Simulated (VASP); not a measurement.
# LaTe (Fm-3m) in VASP: further runs

LaTe is run at these levels: LDA; tasks: single point, relaxation of cell and atoms.

Everything below comes from runs of VASP 6.6.1. Logs are shortened: lines on timing, memory, paths and dates and some standing lists are left out, and cuts for length are marked.

## (1) The cell of the first run

It takes space group Fm-3m (No. 225, cubic). The conventional cell has a = 6.347 Å, b = 6.347 Å, c = 6.347 Å, α = 90.00°, β = 90.00°, γ = 90.00°. Within 4.2 Å of La (site symmetry m-3m) lie 6 Te at 3.17 Å. Within 4.2 Å of Te (site symmetry m-3m) lie 6 La at 3.17 Å.

## (2) Single point, LDA

INCAR reads:

```
SYSTEM = LaTe
PREC = Accurate ; ENCUT = 520
EDIFF = 1E-6 ; ISMEAR = -1
SIGMA = 0.1 ; LREAL = .False.
LASPH = .True. ; NELM = 80
ALGO = Normal ; ISIF = 2
LWAVE = .False. ; LCHARG = .True.
GGA = CA ; LELF = .True.
LVHAR = .True. ; NBANDS = 16
```

KPOINTS reads:

```
Automatic mesh
0
Gamma
  7 7 7
  0 0 0
```

POSCAR reads:

```
LaTe
1.0
    0.0000000000      3.1736616093      3.1736616093
    3.1736616093      0.0000000000      3.1736616093
    3.1736616093      3.1736616093      0.0000000000
La Te
1 1
Direct
    0.0000000000      0.0000000000      0.0000000000
    0.5000000000      0.5000000000      0.5000000000
```

Potentials or basis: VASP PAW LDA potentials, release 64 (La, Te).

Launch:

```
$ cat potpaw_LDA.64/La/POTCAR potpaw_LDA.64/Te/POTCAR > POTCAR
$ mpirun -np 1 vasp_std > vasp.out
```

OUTCAR:

```text
SYSTEM = LaTe
   PREC = Accurate
   ENCUT = 520
   EDIFF = 1E-6
   ISMEAR = -1
   LREAL = .False.
   LASPH = .True.
   NELM = 80
   ISIF = 2
   GGA = CA

 ion  position               nearest neighbor table
   1  0.000  0.000  0.000-   2 3.17   2 3.17   2 3.17   2 3.17   2 3.17   2 3.17
   2  0.500  0.500  0.500-   1 3.17   1 3.17   1 3.17   1 3.17   1 3.17   1 3.17

  LATTYP: Found a face centered cubic cell.
 ALAT       =     6.3473232186

  Lattice vectors:

 A1 = (   0.0000000000,   3.1736616093,   3.1736616093)
 A2 = (   3.1736616093,   0.0000000000,   3.1736616093)
 A3 = (   3.1736616093,   3.1736616093,   0.0000000000)

Analysis of symmetry for initial positions (statically):
=====================================================================
 Subroutine PRICEL returns:
 Original cell was already a primitive cell.

 Routine SETGRP: Setting up the symmetry group for a
 face centered cubic supercell.

 Subroutine GETGRP returns: Found 48 space group operations
 (whereof 48 operations were pure point group operations)
 out of a pool of 48 trial point group operations.

The static configuration has the point symmetry O_h .

Analysis of symmetry for dynamics (positions and initial velocities):
=====================================================================
 Subroutine PRICEL returns:
 Original cell was already a primitive cell.

 Routine SETGRP: Setting up the symmetry group for a
 face centered cubic supercell.

 Subroutine GETGRP returns: Found 48 space group operations
 (whereof 48 operations were pure point group operations)
 out of a pool of 48 trial point group operations.

The dynamic configuration has the point symmetry O_h .

 Subroutine INISYM returns: Found 48 space group operations
 (whereof 48 operations are pure point group operations),
 and found     1 'primitive' translations

----------------------------------------------------------------------------------------

                                     Primitive cell

  volume of cell :      63.9311

  direct lattice vectors                    reciprocal lattice vectors
     0.000000000  3.173661609  3.173661609    -0.157546727  0.157546727  0.157546727
     3.173661609  0.000000000  3.173661609     0.157546727 -0.157546727  0.157546727
     3.173661609  3.173661609  0.000000000     0.157546727  0.157546727 -0.157546727

  length of vectors
     4.488235290  4.488235290  4.488235290     0.272878936  0.272878936  0.272878936

  position of ions in fractional coordinates (direct lattice)
     0.000000000  0.000000000  0.000000000
     0.500000000  0.500000000  0.500000000

  ion indices of the primitive-cell ions
   primitive index   ion index
                 1           1
                 2           2

----------------------------------------------------------------------------------------

 KPOINTS: Automatic mesh

Automatic generation of k-mesh.
 Grid dimensions read from file:
 generate k-points for:    7    7    7

 Generating k-lattice:

  Cartesian coordinates                     Fractional coordinates (reciprocal lattice)
    -0.022506675  0.022506675  0.022506675     0.142857143  0.000000000  0.000000000
     0.022506675 -0.022506675  0.022506675     0.000000000  0.142857143  0.000000000
     0.022506675  0.022506675 -0.022506675     0.000000000  0.000000000  0.142857143

  Length of vectors
     0.038982705  0.038982705  0.038982705

  Shift w.r.t. Gamma in fractional coordinates (k-lattice)
     0.000000000  0.000000000  0.000000000

 Subroutine IBZKPT returns following result:
 ===========================================

 Found     20 irreducible k-points:

 Following reciprocal coordinates:
            Coordinates               Weight
  0.000000  0.000000  0.000000      1.000000
  0.142857  0.000000  0.000000      8.000000
  0.285714  0.000000  0.000000      8.000000
  0.428571  0.000000  0.000000      8.000000
  0.142857  0.142857  0.000000      6.000000
  0.285714  0.142857  0.000000     24.000000
[... 12 lines left out ...]
 -0.428571  0.428571  0.142857     24.000000
 -0.285714  0.428571  0.142857     24.000000
   k-points           NKPTS =     20   k-points in BZ     NKDIM =     20   number of bands    NBANDS=     16
   number of dos      NEDOS =    301   number of ions     NIONS =      2
   total plane-waves  NPLWV =  46656
   dimension x,y,z NGX =    36 NGY =   36 NGZ =   36
   dimension x,y,z NGXF=    72 NGYF=   72 NGZF=   72
   ions per type =               1   1
   NGX,Y,Z   is equivalent  to a cutoff of  13.33, 13.33, 13.33 a.u.
   NGXF,Y,Z  is equivalent  to a cutoff of  26.67, 26.67, 26.67 a.u.
 SYSTEM =  LaTe
   PREC   = accura    normal or accurate (medium, high low for compatibility)
   ISTART =      0    job   : 0-new  1-cont  2-samecut
   ICHARG =      2    charge: 1-file 2-atom 10-const
   ISPIN  =      1    spin polarized calculation?
   LNONCOLLINEAR =      F non collinear calculations
   LSORBIT =      F    spin-orbit coupling
   LASPH  =      T    aspherical Exc in radial PAW
   ENCUT  =  520.0 eV  38.22 Ry    6.18 a.u.   8.35  8.35  8.35*2*pi/ulx,y,z
   NELM   =     80;   NELMIN=  2; NELMDL= -5     # of ELM steps
   EDIFF  = 0.1E-05   stopping-criterion for ELM
   LREAL  =      F    real-space projection
[... 7 lines left out ...]
   TEBEG  =    0.0;   TEEND  =   0.0 temperature during run
   PSTRESS=    0.0 pullay stress
   NELECT =      17.0000    total number of electrons
   NUPDOWN=      -1.0000    fix difference up-down
   EMIN   =  10.00;   EMAX   =-10.00  energy-range for DOS
   EFERMI =   0.00;   METHOD = LEGACY
   ISMEAR =    -1;   SIGMA  =   0.10  broadening in eV -4-tet -1-fermi 0-gaus
   EFERMI_NEDOS =   21; number of points for ismear=-14 and -15
   IALGO  =     38    algorithm
   IMIX   =      4    mixing-type and parameters
     AMIX     =   0.40;   BMIX     =  1.00
     AMIX_MAG =   1.60;   BMIX_MAG =  1.00
  volume/ion in A,a.u.               =      31.97       215.71
  Fermi-wavevector in a.u.,A,eV,Ry     =   1.052739  1.989387 15.078771  1.108258
  Thomas-Fermi vector in A             =   2.187833
   LORBIT       =      0    0 simple, 1 ext, 2 COOP (PROOUT), +10 PAW based schemes
   GGA     = CA    functional components
   LHFCALC =     F    Hartree Fock is set to
   AEXX    =    0.0000 exact exchange contribution
   IVDW    =     0    specifies the selected vdW correction
   LEPSILON=     F    determine dielectric tensor
   LRPA    =     F    only Hartree local field effects (RPA)
 non-spin polarized calculation
  energy-cutoff  :      520.00
  volume of cell :       63.93
 maximum number of plane-waves:      1759
 NGX is ok and might be reduce to    36
   NGX = 17   NGY = 17   NGZ = 17

 number of electron      17.0000000 magnetization

 Free energy of the ion-electron system (eV)
  ---------------------------------------------------
  ext. energy  EPLUGINS =         0.00000000
  ---------------------------------------------------
  free energy    TOTEN  =       -12.64272029 eV

  energy without entropy =      -12.59413702  energy(sigma->0) =      -12.61842865

 E-fermi :   8.6018     XC(G=0):  -9.9319

 val. band max:        8.5583602059   @ k =   0.0000   0.0000   0.0000
 cond. band min:       8.6022525055   @ k =   0.1429   0.0000   0.0000
 fundamental gap:      0.0438922997
 Fermi energy:         8.6017975177

 k-point     1 :       0.0000    0.0000    0.0000
  band No.  band energies     occupation
      1     -24.5721      2.00000
      2      -8.2891      2.00000
      3      -8.2891      2.00000
      4      -8.2891      2.00000
      5      -3.8180      2.00000
      6       6.3270      2.00000
[... 8 lines left out ...]
     15      10.1444      0.00000
     16      10.1444      0.00000

 k-point     2 :       0.1429    0.0000    0.0000
  band No.  band energies     occupation
      1     -24.5667      2.00000
      2      -8.4166      2.00000
      3      -8.2919      2.00000
      4      -8.2919      2.00000
      5      -3.5827      2.00000
      6       5.4860      2.00000
[... 8 lines left out ...]
     15      10.1472      0.00000
     16      10.1813      0.00000

 k-point     3 :       0.2857    0.0000    0.0000
  band No.  band energies     occupation
      1     -24.5544      2.00000
      2      -8.6723      2.00000
      3      -8.2982      2.00000
      4      -8.2982      2.00000
      5      -3.0568      2.00000
      6       4.1992      2.00000
[... 8 lines left out ...]
     15      10.1535      0.00000
     16      10.3408      0.00000

 k-point     4 :       0.4286    0.0000    0.0000
  band No.  band energies     occupation
      1     -24.5445      2.00000
      2      -8.8544      2.00000
      3      -8.3032      2.00000
      4      -8.3032      2.00000
      5      -2.6188      2.00000
      6       3.3719      2.00000
[... 8 lines left out ...]
     15      10.1585      0.00000
     16      10.7626      0.00000

 k-point     5 :       0.1429    0.1429    0.0000
  band No.  band energies     occupation
      1     -24.5648      2.00000
      2      -8.4053      2.00000
      3      -8.3153      2.00000
      4      -8.3153      2.00000
      5      -3.5439      2.00000
      6       4.9816      2.00000
[... 8 lines left out ...]
     15      10.1602      0.00000
     16      10.1878      0.00000

 k-point     6 :       0.2857    0.1429    0.0000
  band No.  band energies     occupation
      1     -24.5548      2.00000
      2      -8.5843      2.00000
      3      -8.3346      2.00000
      4      -8.3218      2.00000
      5      -3.2153      2.00000
      6       4.2744      2.00000
[... 8 lines left out ...]
     15      10.1518      0.00000
     16      10.2671      0.00000

 k-point     7 :       0.4286    0.1429    0.0000
  band No.  band energies     occupation
      1     -24.5441      2.00000
      2      -8.7676      2.00000
      3      -8.3413      2.00000
      4      -8.3354      2.00000
      5      -2.8450      2.00000
      6       3.7598      2.00000
[... 8 lines left out ...]
     15      10.1383      0.00000
     16      10.4168      0.00000

 k-point     8 :      -0.4286    0.1429    0.0000
  band No.  band energies     occupation
      1     -24.5408      2.00000
      2      -8.8226      2.00000
      3      -8.3684      2.00000
      4      -8.3171      2.00000
      5      -2.6986      2.00000
      6       3.5308      2.00000
[... 8 lines left out ...]
     15      10.1311      0.00000
     16      10.6973      0.00000

 k-point     9 :      -0.2857    0.1429    0.0000
  band No.  band energies     occupation
      1     -24.5474      2.00000
      2      -8.7229      2.00000
      3      -8.3762      2.00000
      4      -8.2934      2.00000
      5      -2.8958      2.00000
      6       3.8236      2.00000
[... 8 lines left out ...]
     15      10.1314      0.00000
     16      10.4311      0.00000
[... 96 lines left out ...]
 k-point    15 :       0.4286    0.4286    0.0000
  band No.  band energies     occupation
      1     -24.5350      2.00000
      2      -8.6365      2.00000
      3      -8.4226      2.00000
      4      -8.4226      2.00000
      5      -3.4221      2.00000
      6       4.8224      2.00000
[... 8 lines left out ...]
     15      10.3806      0.00000
     16      10.3957      0.00000

 k-point    16 :      -0.4286    0.4286    0.0000
  band No.  band energies     occupation
      1     -24.5331      2.00000
      2      -8.6203      2.00000
      3      -8.4909      2.00000
      4      -8.4128      2.00000
      5      -3.3454      2.00000
      6       5.0198      2.00000
[... 8 lines left out ...]
     15      10.1527      0.00000
     16      10.3865      0.00000

 k-point    17 :       0.4286    0.2857    0.1429
  band No.  band energies     occupation
      1     -24.5455      2.00000
      2      -8.6599      2.00000
      3      -8.4095      2.00000
      4      -8.3296      2.00000
      5      -3.0516      2.00000
      6       4.0355      2.00000
[... 8 lines left out ...]
     15      10.1292      0.00000
     16      10.3815      0.00000

 k-point    18 :      -0.4286    0.2857    0.1429
  band No.  band energies     occupation
      1     -24.5381      2.00000
      2      -8.7187      2.00000
      3      -8.4459      2.00000
      4      -8.3583      2.00000
      5      -2.9273      2.00000
      6       3.9882      2.00000
[... 8 lines left out ...]
     15      10.1074      0.00000
     16      10.5340      0.00000

 k-point    19 :      -0.4286    0.4286    0.1429
  band No.  band energies     occupation
      1     -24.5347      2.00000
      2      -8.6278      2.00000
      3      -8.4621      2.00000
      4      -8.4377      2.00000
      5      -3.2153      2.00000
      6       4.6927      2.00000
[... 8 lines left out ...]
     15      10.1140      0.00000
     16      10.4599      0.00000

 k-point    20 :      -0.2857    0.4286    0.1429
  band No.  band energies     occupation
      1     -24.5339      2.00000
      2      -8.5918      2.00000
      3      -8.5502      2.00000
      4      -8.4200      2.00000
      5      -3.0893      2.00000
      6       4.4323      2.00000
[... 8 lines left out ...]
     15      10.1093      0.00000
     16      10.5276      0.00000

------------------------ aborting loop because EDIFF is reached ----------------------------------------

  FORCE on cell =-STRESS in cart. coord.  units (eV):
  Direction    XX          YY          ZZ          XY          YZ          ZX
  --------------------------------------------------------------------------------------
  -------------------------------------------------------------------------------------
  Total        0.0250562      0.0250562      0.0250562      0.0000000      0.0000000      0.0000000
  in kB        0.6279345      0.6279345      0.6279345      0.0000000      0.0000000      0.0000000
  external PRESSURE =       0.6279345 kB  Pullay stress =       0.0000000 kB

 VOLUME and BASIS-vectors are now :
 -----------------------------------------------------------------------------
  energy-cutoff  :      520.00
  volume of cell :       63.93
      direct lattice vectors                 reciprocal lattice vectors
     0.000000000  3.173661609  3.173661609    -0.157546727  0.157546727  0.157546727
     3.173661609  0.000000000  3.173661609     0.157546727 -0.157546727  0.157546727
     3.173661609  3.173661609  0.000000000     0.157546727  0.157546727 -0.157546727

 POSITION                                       TOTAL-FORCE (eV/Angst)
 -----------------------------------------------------------------------------------
      0.00000      0.00000      0.00000        -0.000000     -0.000000     -0.000000
      3.17366      3.17366      3.17366         0.000000      0.000000      0.000000
 -----------------------------------------------------------------------------------
    total drift:                                0.000000      0.000000      0.000000

  FREE ENERGIE OF THE ION-ELECTRON SYSTEM (eV)
  ---------------------------------------------------
  free  energy   TOTEN  =       -12.6427202932 eV

  energy  without entropy=      -12.5941370161  energy(sigma->0) =      -12.61842865
```

Wall time 20 s (1 thread of Intel Xeon Platinum 8259CL at 2.50GHz (Skylake/Cascade Lake), shared host); peak memory 0.19 GiB.

What came out:

```
Free energy : -12.6427 eV
Pressure    : 0.1 GPa
```

Caveat: spin-orbit coupling is left out, which moves the levels of the heavy elements.

## (3) Relaxation of cell and atoms, LDA

This run uses another cell than the first one, of 33.32 Å³/atom, 1.043 times its volume.

INCAR reads:

```
SYSTEM = LaTe
PREC = Accurate ; ENCUT = 600
EDIFF = 1E-6 ; ISMEAR = -1
SIGMA = 0.1 ; LREAL = .FALSE.
LASPH = .TRUE. ; NELM = 80
ALGO = Normal ; ISIF = 3
LWAVE = .FALSE. ; LCHARG = .FALSE.
IBRION = 2 ; NSW = 80
EDIFFG = -0.02
```

KPOINTS reads:

```
Automatic mesh
0
G
  7 7 7
  0 0 0
```

POSCAR reads:

```
LaTe
1.0
    0.0000000000      3.2180000000      3.2180000000
    3.2180000000      0.0000000000      3.2180000000
    3.2180000000      3.2180000000      0.0000000000
La Te
1 1
Direct
    0.0000000000      0.0000000000      0.0000000000
    0.5000000000      0.5000000000      0.5000000000
```

Potentials or basis: VASP PAW LDA potentials, release 64 (La, Te).

Launch:

```
$ cat potpaw_LDA.64/La/POTCAR potpaw_LDA.64/Te/POTCAR > POTCAR
$ mpirun -np 1 vasp_std > vasp.out
```

It took 42 s on 1 thread of Intel Xeon Platinum 8259CL at 2.50GHz (Skylake/Cascade Lake), shared host; peak memory 0.2 GiB.

It converged, with:

| Quantity | Value |
| --- | --- |
| Free energy | -12.6429 eV |
| Relaxed volume | 32.00 Å³/atom |
| Relaxed cell | a = 4.490 Å, b = 4.490 Å, c = 4.490 Å, α = 60.00°, β = 60.00°, γ = 60.00° |
| Space group after relaxing (to 0.05 Å) | Fm-3m (No. 225) |
| Energy gained by relaxing | 10.5 meV/atom |
| Ionic steps | 3 |
| Pressure after relaxing | 0.0 GPa |

Step by step:
| step | energy change (eV) | largest force (eV/Å) | pressure (GPa) | volume (Å³) |
| --- | --- | --- | --- | --- |
| 1 | 0.0000 | 0.0000 | -2.44 | 66.65 |
| 2 | -0.0060 | 0.0000 | 2.36 | 61.88 |
| 3 | -0.0210 | 0.0000 | -0.02 | 63.99 |

Final structure:
```
La Te
1.0
     0.00000    3.17471    3.17471
     3.17471    0.00000    3.17471
     3.17471    3.17471    0.00000
La Te
1 1
Direct
  0.00000 0.00000 0.00000
  0.50000 0.50000 0.50000
```

Levels at points of the mesh, in eV from the Fermi level:
```tsv
k point	band 6	band 7	band 8	band 9	band 10	band 11
(0.00, 0.00, 0.00)	-2.28	-2.28	-2.28	-0.04	-0.04	-0.04
```

Caveat: spin-orbit coupling is left out, which moves the levels of the heavy elements. LDA usually gives volumes a few per cent too small.
